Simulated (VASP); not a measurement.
# SiC (Pm-3m) in VASP: further runs, part 2 of 2

VASP 6.6.1.

### Step 3. Vibrations by perturbation theory, PBE

INCAR

```
SYSTEM = SiC
PREC     = Accurate       ! precision mode
ENCUT    = 520            ! plane-wave cutoff, eV
EDIFF    = 1E-8           ! SCF threshold, eV
ISMEAR   = -1             ! smearing method
SIGMA    = 0.15           ! smearing width, eV
LREAL    = .False.        ! projectors in reciprocal space
LASPH    = .True.         ! aspherical terms in the spheres
NELM     = 100            ! most SCF steps
ALGO     = Normal         ! electronic algorithm
ISIF     = 2              ! what is computed and relaxed
LWAVE    = .False.        ! write WAVECAR
LCHARG   = .False.        ! write CHGCAR
GGA      = PE             ! functional
IBRION   = 8              ! ionic algorithm
NSW      = 1              ! ionic steps
```

KPOINTS

```
Automatic mesh
0
Gamma
  16 16 16
  0 0 0
```

POSCAR

```
SiC
1.0
    2.6382000000      0.0000000000      0.0000000000
    0.0000000000      2.6382000000      0.0000000000
    0.0000000000      0.0000000000      2.6382000000
C Si
1 1
Direct
    0.0000000000      0.0000000000      0.0000000000
    0.5000000000      0.5000000000      0.5000000000
```

Potentials or basis: VASP PAW PBE potentials, release 64 (C, Si).

Launch:

```bash
$ cat potpaw_PBE.64/C/POTCAR potpaw_PBE.64/Si/POTCAR > POTCAR
$ mpirun -np 1 vasp_std > vasp.out
```

OUTCAR:

```text
SYSTEM = SiC
   PREC = Accurate
   ENCUT = 520
   EDIFF = 1E-8
   ISMEAR = -1
   LREAL = .False.
   LASPH = .True.
   NELM = 100
   ISIF = 2
   GGA = PE
   IBRION = 8
   NSW = 1

 ion  position               nearest neighbor table
   1  0.000  0.000  0.000-   2 2.28   2 2.28   2 2.28   2 2.28   2 2.28   2 2.28   2 2.28   2 2.28

   2  0.500  0.500  0.500-   1 2.28   1 2.28   1 2.28   1 2.28   1 2.28   1 2.28   1 2.28   1 2.28

  LATTYP: Found a simple cubic cell.
 ALAT       =     2.6382000000

  Lattice vectors:

 A1 = (   2.6382000000,   0.0000000000,   0.0000000000)
 A2 = (   0.0000000000,   2.6382000000,   0.0000000000)
 A3 = (   0.0000000000,   0.0000000000,   2.6382000000)

Analysis of symmetry for initial positions (statically):
=====================================================================
 Subroutine PRICEL returns:
 Original cell was already a primitive cell.

 Routine SETGRP: Setting up the symmetry group for a
 simple cubic supercell.

 Subroutine GETGRP returns: Found 48 space group operations
 (whereof 48 operations were pure point group operations)
 out of a pool of 48 trial point group operations.

The static configuration has the point symmetry O_h .

Analysis of symmetry for dynamics (positions and initial velocities):
=====================================================================
 Subroutine PRICEL returns:
 Original cell was already a primitive cell.

 Routine SETGRP: Setting up the symmetry group for a
 simple cubic supercell.

 Subroutine GETGRP returns: Found 48 space group operations
 (whereof 48 operations were pure point group operations)
 out of a pool of 48 trial point group operations.

The dynamic configuration has the point symmetry O_h .

 Subroutine INISYM returns: Found 48 space group operations
 (whereof 48 operations are pure point group operations),
 and found     1 'primitive' translations

----------------------------------------------------------------------------------------

                                     Primitive cell

  volume of cell :      18.3621

  direct lattice vectors                    reciprocal lattice vectors
     2.638200000  0.000000000  0.000000000     0.379046319  0.000000000  0.000000000
     0.000000000  2.638200000  0.000000000     0.000000000  0.379046319  0.000000000
     0.000000000  0.000000000  2.638200000     0.000000000  0.000000000  0.379046319

  length of vectors
     2.638200000  2.638200000  2.638200000     0.379046319  0.379046319  0.379046319

  position of ions in fractional coordinates (direct lattice)
     0.000000000  0.000000000  0.000000000
     0.500000000  0.500000000  0.500000000

  ion indices of the primitive-cell ions
   primitive index   ion index
                 1           1
                 2           2

----------------------------------------------------------------------------------------

[... 127 lines left out ...]
  band No.  band energies     occupation
      1      -6.3278      2.00000
      2      10.1209      1.99889
      3      10.1209      1.99889
      4      10.1209      1.99889
      5      12.7715      0.00008
      6      16.1982      0.00000
      7      16.1982      0.00000
      8      24.0050      0.00000
[... 243 lines left out ...]
 k-point    24 :       0.5000    0.1250    0.0000
  band No.  band energies     occupation
      1      -1.9563      2.00000
      2      -0.3736      2.00000
      3      10.4521      1.98998
      4      12.3120      0.00163
      5      14.5099      0.00000
      6      17.2568      0.00000
      7      18.5966      0.00000
      8      19.0706      0.00000

 [... further k-points ...]
[... 5 lines left out ...]
  --------------------------------------------------------------------------------------
  -------------------------------------------------------------------------------------
  Total        0.1083402      0.1083402      0.1083402     -0.0000000     -0.0000000      0.0000000
  in kB        9.4531655      9.4531655      9.4531655     -0.0000000     -0.0000000      0.0000000
  external PRESSURE =       9.4531655 kB  Pullay stress =       0.0000000 kB

 VOLUME and BASIS-vectors are now :
 -----------------------------------------------------------------------------
  energy-cutoff  :      520.00
  volume of cell :       18.36
      direct lattice vectors                 reciprocal lattice vectors
     2.638200000  0.000000000  0.000000000     0.379046319  0.000000000  0.000000000
     0.000000000  2.638200000  0.000000000     0.000000000  0.379046319  0.000000000
     0.000000000  0.000000000  2.638200000     0.000000000  0.000000000  0.379046319

 POSITION                                       TOTAL-FORCE (eV/Angst)
 -----------------------------------------------------------------------------------
      0.00000      0.00000      0.00000         0.000000      0.000000      0.000000
      1.31910      1.31910      1.31910         0.000000      0.000000      0.000000
 -----------------------------------------------------------------------------------
    total drift:                                0.000000      0.000000     -0.000000

  FREE ENERGIE OF THE ION-ELECTRON SYSTEM (eV)
  ---------------------------------------------------
  free  energy   TOTEN  =       -10.9384817605 eV

  energy  without entropy=      -10.8760428929  energy(sigma->0) =      -10.90726233

[... ionic steps 2 to 3 ...]

--------------------------------------- Ionic step        4  -------------------------------------------

------------------------ aborting loop because EDIFF is reached ----------------------------------------

[... ionic steps 5 to 6 ...]

--------------------------------------- Ionic step        7  -------------------------------------------

 Free energy of the ion-electron system (eV)
  ---------------------------------------------------
  ---------------------------------------------------
  free energy    TOTEN  =        -0.01252275 eV

  energy without entropy =       -0.01252276

------------------------ aborting loop because EDIFF is reached ----------------------------------------

 INTERNAL STRAIN TENSOR  FOR ION    2  DIRECTION 1   (eV/Angst):
 -----------------------------------------------------------------------------
     0.02344  0.00000  0.00000
     0.00000 -0.01655  0.00000
     0.00000  0.00000 -0.01655

 INTERNAL STRAIN TENSOR FOR ION    2 for displacements in x,y,z  (eV/Angst):
          X           Y           Z          XY          YZ          ZX
  --------------------------------------------------------------------------------
  x     0.00000     0.00000     0.00000     0.00000     0.00000     0.00000
  y     0.00000     0.00000     0.00000     0.00000     0.00000     0.00000
  z     0.00000     0.00000     0.00000     0.00000     0.00000     0.00000

 SECOND DERIVATIVES (NOT SYMMETRIZED)
 ------------------------------------
               1X          1Y          1Z          2X          2Y          2Z
  1X     3.720948    0.000000   -0.000000   -3.720948   -0.000000    0.000000
  1Y     0.000000    3.720948    0.000000   -0.000000   -3.720948   -0.000000
  1Z    -0.000000   -0.000000    3.720948    0.000000    0.000000   -3.720948
  2X    -3.720909   -0.000000   -0.000000    3.720909    0.000000    0.000000
  2Y    -0.000000   -3.720909   -0.000000    0.000000    3.720909    0.000000
  2Z    -0.000000   -0.000000   -3.720909    0.000000    0.000000    3.720909

 Eigenvectors and eigenvalues of the dynamical matrix
 ----------------------------------------------------

   1 f  =    0.000025 THz     0.000160 2PiTHz    0.000849 cm-1     0.000105 meV
             X         Y         Z           dx          dy          dz
      0.000000  0.000000  0.000000    -0.292522    0.245433    0.392106
      1.319100  1.319100  1.319100    -0.447310    0.375304    0.599589
[... 21 lines left out ...]
   6 f/i=   10.396821 THz    65.325156 2PiTHz  346.800634 cm-1    42.997779 meV
             X         Y         Z           dx          dy          dz
      0.000000  0.000000  0.000000     0.591796   -0.591796   -0.000000
      1.319100  1.319100  1.319100    -0.387010    0.387010    0.000000

--------------------------------------------------------------------------------------------------------

 ELASTIC MODULI CONTR FROM IONIC RELAXATION (kBar)
 Direction    XX          YY          ZZ          XY          YZ          ZX
 --------------------------------------------------------------------------------
 XX           0.0000      0.0000      0.0000      0.0000      0.0000      0.0000
 YY           0.0000      0.0000      0.0000      0.0000      0.0000      0.0000
 ZZ           0.0000      0.0000      0.0000      0.0000      0.0000      0.0000
 XY           0.0000      0.0000      0.0000      0.0000      0.0000      0.0000
 YZ           0.0000      0.0000      0.0000      0.0000      0.0000      0.0000
 ZX           0.0000      0.0000      0.0000      0.0000      0.0000      0.0000
 --------------------------------------------------------------------------------
```

Wall time 2.2 min (1 thread of Intel Xeon 8259CL, shared host); peak memory 0.26 GiB.

Results:

```
Highest phonon frequency at Γ, LO-TO splitting left out : 0 cm⁻¹
Most unstable mode                                      : 347i cm⁻¹
```

Phonon frequencies in cm⁻¹ (negative: imaginary):
```
              q point           frequencies
(0.000, 0.000, 0.000)  -347 -347 -347 0 0 0
```

Caveat: some modes are imaginary.
